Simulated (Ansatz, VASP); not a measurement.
**HC12 in VASP and in Ansatz**

```
CELL_PARAMETERS angstrom
5.05093 0.00000 0.00000
0.00000 5.05093 0.00000
0.00000 0.00000 22.37549
ATOMIC_POSITIONS crystal
C 0.00000 0.25000 0.17877
C 0.00000 0.75000 0.17877
C 0.50000 0.25000 0.17877
C 0.50000 0.75000 0.17877
C 0.00000 0.00000 0.21867
C 0.00000 0.50000 0.21867
C 0.50000 0.00000 0.21867
C 0.50000 0.50000 0.21867
C 0.25000 0.00000 0.25858
C 0.25000 0.50000 0.25858
C 0.75000 0.00000 0.25858
C 0.75000 0.50000 0.25858
C 0.25000 0.25000 0.29760
C 0.25000 0.75000 0.29760
C 0.75000 0.25000 0.29760
C 0.75000 0.75000 0.29760
C 0.00000 0.25000 0.33949
C 0.00000 0.75000 0.33949
C 0.50000 0.25000 0.33949
C 0.50000 0.75000 0.33949
C 0.00000 0.00000 0.37432
C 0.00000 0.50000 0.37432
C 0.50000 0.00000 0.37432
C 0.50000 0.50000 0.37432
H 0.93566 0.37500 0.45163
H 0.06434 0.37500 0.45163
```

Alike in both runs: task single point; functional PBE; k mesh 5 × 5 × 1; occupations gaussian, width 0.05 eV; no spin polarisation.

|  | VASP | Ansatz |
| --- | --- | --- |
| version | VASP 6.6.1 | Ansatz 0.2.0 |
| potentials or method | VASP PAW PBE potentials, release 64 (C, H), cutoff 520 eV | scalar-relativistic, plane waves, PAW |
| valence electrons in the cell | 98 | 98 |

```tsv
	VASP	Ansatz	Ansatz less VASP
gap on the k mesh at the Fermi level (eV)	none	none	-
rms of the force components (eV/Å)	1.212	1.212	-0.0002
```

Atom by atom the forces differ by 0.014 eV/Å (rms over components). A gap of «none» marks a metal or a gap that the smearing closes.
